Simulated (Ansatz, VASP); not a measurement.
**Al3BSb2: VASP beside Ansatz**

```
CELL_PARAMETERS angstrom
-1.89284 6.22841 2.98195
1.89284 -6.22841 2.98195
1.89284 6.22841 -2.98195
ATOMIC_POSITIONS crystal
Al 0.32563 0.18853 0.13710
Al 0.05143 0.18853 0.86290
Al 0.84258 0.34258 0.50000
B 0.99101 0.99101 0.00000
Sb 0.35916 0.01968 0.33949
Sb 0.68019 0.01968 0.66051
```

Alike in both runs: functional PBE; k mesh 5 × 5 × 5; occupations gaussian, width 0.2 eV; no spin polarisation.

Ansatz relaxed the structure, and its values are those at the end. VASP's run is a single point on that final structure, the one shown.

|  | VASP | Ansatz |
| --- | --- | --- |
| version | VASP 6.6.1 | Ansatz 0.2.0 |
| potentials or method | VASP PAW PBE potentials, release 64 (Al, B, Sb), cutoff 520 eV | scalar-relativistic, plane waves, PAW |
| valence electrons in the cell | 22 | 42 |

|  | VASP | Ansatz | Ansatz less VASP |
| --- | --- | --- | --- |
| gap on the k mesh at the Fermi level (eV) | none | none | - |
| pressure (GPa) | 0.3 | 0.3 | -0.09 |
| rms of the force components (eV/Å) | 0.032 | 0.026 | -0.0055 |

A gap of «none» marks a metal or a gap that the smearing closes. VASP's potentials hold 22 valence electrons a cell and Ansatz's 42, so a difference there can come from the potentials and not from the codes.

The k mesh is coarse, so the values compare programs but aren't converged. Neither program's run includes spin-orbit coupling.
